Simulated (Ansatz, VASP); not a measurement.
**TiMnH6 in VASP and in Ansatz**

The input INCAR:

```
ALGO = Normal ; EDIFF = 1E-6
ENCUT = 520 ; GGA = PE
ISIF = 2 ; ISMEAR = 0
ISPIN = 2 ; LASPH = True
LCHARG = False ; LMAXMIX = 4
LORBIT = 11 ; LREAL = False
LWAVE = False ; MAGMOM = 0 4 0 0 0 0 0 0
NBANDS = 30 ; NELM = 150
PREC = Accurate ; SIGMA = 0.1
```

KPOINTS

```
k-points
0
Gamma
  4 4 4
```

Contents of POSCAR:

```
TiMnH6
1.0
    0.0000000000      3.7888920300      3.7888920300
    3.7888920300      0.0000000000      3.7888920300
    3.7888920300      3.7888920300      0.0000000000
Ti Mn H
1 1 6
Direct
    0.5000000000      0.5000000000      0.5000000000
    0.0000000000      0.0000000000      0.0000000000
    0.7500000000      0.2500000000      0.2500000000
    0.2500000000      0.7500000000      0.7500000000
    0.2500000000      0.7500000000      0.2500000000
    0.7500000000      0.2500000000      0.7500000000
    0.2500000000      0.2500000000      0.7500000000
    0.7500000000      0.7500000000      0.2500000000
```

Input for Ansatz:

```yaml
crystal:
  lattice:
    - [0.0, 3.78889203, 3.78889203]
    - [3.78889203, 0.0, 3.78889203]
    - [3.78889203, 3.78889203, 0.0]
  atoms:
    - { symbol: Ti, position: [0.5, 0.5, 0.5] }
    - { symbol: Mn, position: [0.0, 0.0, 0.0], spin: 4.0 }
    - { symbol: H, position: [0.75, 0.25, 0.25] }
    - { symbol: H, position: [0.25, 0.75, 0.75] }
    - { symbol: H, position: [0.25, 0.75, 0.25] }
    - { symbol: H, position: [0.75, 0.25, 0.75] }
    - { symbol: H, position: [0.25, 0.25, 0.75] }
    - { symbol: H, position: [0.75, 0.75, 0.25] }
basis:
  ecutwfc: 420
kpoints:
  mp_grid: { grid: [4, 4, 4] }
hamiltonian:
  xc: pbe
scf:
  occupations: { method: gaussian, width: 0.1 }
  lower_state_search: "off"
output:
  forces: true
  stress: true
  eigenvalues: true
  populations: true
magnetization:
  spin_polarized: true
```

Alike in both runs: task single point; functional PBE; k mesh 4 × 4 × 4; occupations gaussian, width 0.1 eV; collinear spin.

```csv
,VASP,Ansatz
version,VASP 6.6.1,Ansatz 0.2.0
potentials or method,"VASP PAW PBE potentials, release 64 (Ti_sv, Mn_pv, H), cutoff 520 eV","scalar-relativistic, plane waves, PAW"
valence electrons in the cell,31,33
```

|  | VASP | Ansatz | Ansatz less VASP |
| --- | --- | --- | --- |
| gap on the k mesh at the Fermi level (eV) | none | none | - |
| pressure (GPa) | -5.9 | -5.9 | +0.06 |
| net moment per atom (μB) | 0.55 | 0.55 | 0.000 |
| size of the moment on the site where the two differ most (μB) | 4.08 | 3.47 | -0.610 |

Site moments also hang on the region over which each program counts them. A gap of «none» marks a metal or a gap that the smearing closes. VASP's potentials hold 31 valence electrons a cell and Ansatz's 33, so a difference there can come from the potentials and not from the codes.
